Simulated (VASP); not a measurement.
# Ti (Im-3m) in VASP: notebook, part 2 of 2

VASP 6.6.1. The steps go on from the part before.

**3. Single point, LDA**

File INCAR:

```
SYSTEM = Ti
PREC     = Accurate       ! precision mode
ENCUT    = 520            ! plane-wave cutoff, eV
EDIFF    = 1E-7           ! SCF threshold, eV
ISMEAR   = 0              ! smearing method
SIGMA    = 0.1            ! smearing width, eV
LREAL    = .FALSE.        ! projectors in reciprocal space
LASPH    = .TRUE.         ! aspherical terms in the spheres
NELM     = 80             ! most SCF steps
ALGO     = Normal         ! electronic algorithm
ISIF     = 2              ! what is computed and relaxed
LWAVE    = .FALSE.        ! write WAVECAR
LCHARG   = .FALSE.        ! write CHGCAR
GGA      = CA             ! functional
NBANDS   = 12             ! bands
```

File KPOINTS:

```
Automatic mesh
0
G
  8 8 8
  0 0 0
```

File POSCAR:

```
Ti
1.0
   -1.5859226955      1.5859226955      1.5859226955
    1.5859226955     -1.5859226955      1.5859226955
    1.5859226955      1.5859226955     -1.5859226955
Ti
1
Direct
    0.0000000000      0.0000000000      0.0000000000
```

Potentials or basis: VASP PAW LDA potentials, release 64 (Ti_sv).

Started as:

```console
cat potpaw_LDA.64/Ti_sv/POTCAR > POTCAR
mpirun -np 1 vasp_std > vasp.out
```

OUTCAR:

```text
SYSTEM = Ti
   PREC = Accurate
   ENCUT = 520
   EDIFF = 1E-7
   ISMEAR = 0
   LREAL = .FALSE.
   LASPH = .TRUE.
   NELM = 80
   ISIF = 2
   GGA = CA

 ion  position               nearest neighbor table
   1  0.000  0.000  0.000-

  LATTYP: Found a body centered cubic cell.
 ALAT       =     3.1718453910

  Lattice vectors:

 A1 = (  -1.5859226955,   1.5859226955,   1.5859226955)
 A2 = (   1.5859226955,  -1.5859226955,   1.5859226955)
 A3 = (   1.5859226955,   1.5859226955,  -1.5859226955)

Analysis of symmetry for initial positions (statically):
=====================================================================
 Subroutine PRICEL returns:
 Original cell was already a primitive cell.

 Routine SETGRP: Setting up the symmetry group for a
 body centered cubic supercell.

 Subroutine GETGRP returns: Found 48 space group operations
 (whereof 48 operations were pure point group operations)
 out of a pool of 48 trial point group operations.

The static configuration has the point symmetry O_h .

Analysis of symmetry for dynamics (positions and initial velocities):
=====================================================================
 Subroutine PRICEL returns:
 Original cell was already a primitive cell.

 Routine SETGRP: Setting up the symmetry group for a
 body centered cubic supercell.

 Subroutine GETGRP returns: Found 48 space group operations
 (whereof 48 operations were pure point group operations)
 out of a pool of 48 trial point group operations.

The dynamic configuration has the point symmetry O_h .

 Subroutine INISYM returns: Found 48 space group operations
 (whereof 48 operations are pure point group operations),
 and found     1 'primitive' translations

----------------------------------------------------------------------------------------

                                     Primitive cell

  volume of cell :      15.9553
[... 112 lines left out ...]
   GGA     = CA    functional components
   LHFCALC =     F    Hartree Fock is set to
   AEXX    =    0.0000 exact exchange contribution
   IVDW    =     0    specifies the selected vdW correction
   LEPSILON=     F    determine dielectric tensor
   LRPA    =     F    only Hartree local field effects (RPA)
 non-spin polarized calculation
 Gauss-broadening in eV      SIGMA  =   0.10
  energy-cutoff  :      520.00
  volume of cell :       15.96
 maximum number of plane-waves:       456
   NGX = 11   NGY = 11   NGZ = 11

 number of electron      12.0000000 magnetization

 Free energy of the ion-electron system (eV)
  ---------------------------------------------------
  ext. energy  EPLUGINS =         0.00000000
  ---------------------------------------------------
  free energy    TOTEN  =        -8.46753279 eV

  energy without entropy =       -8.45768337  energy(sigma->0) =       -8.46260808

 E-fermi :   8.7391     XC(G=0): -12.1926

 val. band max:        8.7308598596   @ k =   0.2500   0.2500   0.0000
 cond. band min:       8.7871548879   @ k =  -0.3750   0.3750   0.1250
 fundamental gap:      0.0562950283
 Fermi energy:         8.7391226246

 k-point     1 :       0.0000    0.0000    0.0000
  band No.  band energies     occupation
      1     -46.9372      2.00000
      2     -23.0435      2.00000
      3     -23.0435      2.00000
      4     -23.0435      2.00000
      5       2.7177      2.00000
      6       9.7670      0.00000
      7       9.7670      0.00000
      8       9.7670      0.00000
      9      11.7361      0.00000
     10      11.7361      0.00000
     11      26.8567      0.00000
     12      26.8567      0.00000
[... 331 lines left out ...]
 k-point    24 :      -0.3750    0.3750    0.2500
  band No.  band energies     occupation
      1     -46.7001      2.00000
      2     -23.7136      2.00000
      3     -23.4504      2.00000
      4     -23.3707      2.00000
      5       6.9586      2.00000
      6       7.7822      2.00000
      7      10.1444      0.00000
      8      10.7008      0.00000
      9      12.4926      0.00000
     10      13.7644      0.00000
     11      20.9657      0.00000
     12      22.8587      0.00000

 [... further k-points ...]

------------------------ aborting loop because EDIFF is reached ----------------------------------------

  FORCE on cell =-STRESS in cart. coord.  units (eV):
  Direction    XX          YY          ZZ          XY          YZ          ZX
  --------------------------------------------------------------------------------------
  -------------------------------------------------------------------------------------
  Total       -0.0606370     -0.0606370     -0.0606370     -0.0000000      0.0000000      0.0000000
  in kB       -6.0889455     -6.0889455     -6.0889455     -0.0000000      0.0000000      0.0000000
  external PRESSURE =      -6.0889455 kB  Pullay stress =       0.0000000 kB

 VOLUME and BASIS-vectors are now :
 -----------------------------------------------------------------------------
  energy-cutoff  :      520.00
  volume of cell :       15.96
      direct lattice vectors                 reciprocal lattice vectors
    -1.585922696  1.585922696  1.585922696     0.000000000  0.315273879  0.315273879
     1.585922696 -1.585922696  1.585922696     0.315273879  0.000000000  0.315273879
     1.585922696  1.585922696 -1.585922696     0.315273879  0.315273879  0.000000000

 POSITION                                       TOTAL-FORCE (eV/Angst)
 -----------------------------------------------------------------------------------
      0.00000      0.00000      0.00000        -0.000000      0.000000     -0.000000
 -----------------------------------------------------------------------------------
    total drift:                                0.000000     -0.000000      0.000000

  FREE ENERGIE OF THE ION-ELECTRON SYSTEM (eV)
  ---------------------------------------------------
  free  energy   TOTEN  =        -8.4675327926 eV

  energy  without entropy=       -8.4576833687  energy(sigma->0) =       -8.46260808
```

It took 4.5 s on 1 thread of Intel Xeon Platinum 8488C (Sapphire Rapids), shared host; peak memory 0.11 GiB.

Results:

```yaml
Free_energy: -8.4675 eV
Pressure: -0.6 GPa
Band_gap_on_the_k_mesh: zero (band 6 reaches 9.77 eV, above the bottom of band 7 at 8.12 eV)
```

Levels at points of the mesh, in eV from the Fermi level:
```tsv
k point	band 3	band 4	band 5	band 6	band 7	band 8	band 9	band 10
(0.00, 0.00, 0.00)	-31.78	-31.78	-6.02	1.03	1.03	1.03	3.00	3.00
(0.50, 0.00, 0.00)	-32.06	-31.79	-2.65	-0.52	1.55	3.00	3.39	4.75
(0.50, 0.50, 0.50)	-32.40	-32.40	-2.39	-2.39	4.35	4.35	4.35	9.13
```

**4. Single point, LDA**

File INCAR:

```
PREC = Accurate
ENCUT = 520
EDIFF = 1E-6
ISMEAR = 0
SIGMA = 0.1
LREAL = False
LASPH = True
NELM = 60
ALGO = Normal
ISIF = 2
LWAVE = False
LCHARG = False
NBANDS = 12
```

File KPOINTS:

```
Automatic mesh
0
Gamma
  8 8 8
```

File POSCAR:

```
Ti
1.0
   -1.5854237337      1.5854237337      1.5854237337
    1.5854237337     -1.5854237337      1.5854237337
    1.5854237337      1.5854237337     -1.5854237337
Ti
1
Direct
    0.0000000000      0.0000000000      0.0000000000
```

Started as:

```console
cat potpaw_LDA.64/Ti_sv/POTCAR > POTCAR
mpirun -np 1 vasp_std > vasp.out
```

Run time: 4.9 s. Hardware: 1 thread of Intel Xeon Platinum 8488C (Sapphire Rapids), shared host; peak memory 0.12 GiB.

The run converged. Its results:

- Free energy: -8.4676 eV
- Pressure: -0.5 GPa
- Band gap on the k mesh: zero (band 6 reaches 9.78 eV, above the bottom of band 7 at 8.13 eV)

Levels at points of the mesh, in eV from the Fermi level:
```csv
k point,band 3,band 4,band 5,band 6,band 7,band 8,band 9,band 10
"(0.00, 0.00, 0.00)",-31.78,-31.78,-6.02,1.03,1.03,1.03,3.00,3.00
"(0.50, 0.00, 0.00)",-32.06,-31.79,-2.65,-0.52,1.55,3.00,3.39,4.75
"(0.50, 0.50, 0.50)",-32.40,-32.40,-2.40,-2.40,4.35,4.35,4.35,9.14
```

**5. Single point, LDA**

This run uses another cell than the first one, of 17.68 Å³/atom, 1.107 times its volume.

File INCAR:

```
SYSTEM = Ti
PREC = Accurate
ENCUT = 520
EDIFF = 1E-6
ISMEAR = 0
SIGMA = 0.1
LREAL = .FALSE.
LASPH = .TRUE.
NELM = 100
ALGO = Normal
ISIF = 2
LWAVE = .FALSE.
LCHARG = .FALSE.
GGA = CA
NBANDS = 12
```

File KPOINTS:

```
regular mesh
0
G
  8 8 8
  0 0 0
```

File POSCAR:

```
Ti
1.0
   -1.6410000000      1.6410000000      1.6410000000
    1.6410000000     -1.6410000000      1.6410000000
    1.6410000000      1.6410000000     -1.6410000000
Ti
1
Direct
    0.0000000000      0.0000000000      0.0000000000
```

Started as:

```console
cat potpaw_LDA.64/Ti_sv/POTCAR > POTCAR
mpirun -np 1 vasp_std > vasp.out
```

It took 6.4 s on 1 thread of Intel Xeon Platinum 8488C (Sapphire Rapids), shared host; peak memory 0.12 GiB.

It converged, with:

| Item | Value |
| --- | --- |
| Free energy | -8.4016 eV |
| Pressure | -11.0 GPa |
| Band gap on the k mesh | zero (band 6 reaches 8.60 eV, above the bottom of band 7 at 7.07 eV) |

Levels at points of the mesh, in eV from the Fermi level:
```tsv
k point	band 3	band 4	band 5	band 6	band 7	band 8	band 9	band 10
(0.00, 0.00, 0.00)	-32.10	-32.10	-5.83	0.94	0.94	0.94	2.68	2.68
(0.50, 0.00, 0.00)	-32.31	-32.11	-2.40	-0.41	1.19	2.65	3.00	4.17
(0.50, 0.50, 0.50)	-32.56	-32.56	-2.04	-2.04	3.83	3.83	3.83	8.26
```

**6. Summary**

```tsv
cell	gap on the mesh (eV)	pressure (GPa)
a = 2.748 Å, angles 109.5°, 1 atom	none	-0.7
a = 2.747 Å, angles 109.5°, 1 atom	none	-0.6
a = 2.746 Å, angles 109.5°, 1 atom	none	-0.5
a = 2.842 Å, angles 109.5°, 1 atom	none	-11.0
```

Alike in all rows: task single point; level LDA; potentials or basis VASP PAW LDA potentials, release 64 (Ti_sv); no spin polarisation; k mesh 8 × 8 × 8; cutoff (eV) 520; smearing gaussian 0.1 eV.

Every run on the cell as given and a fine mesh finds a metal.

Total energies depend on the potentials used, so only differences within one code and one set of settings carry meaning.
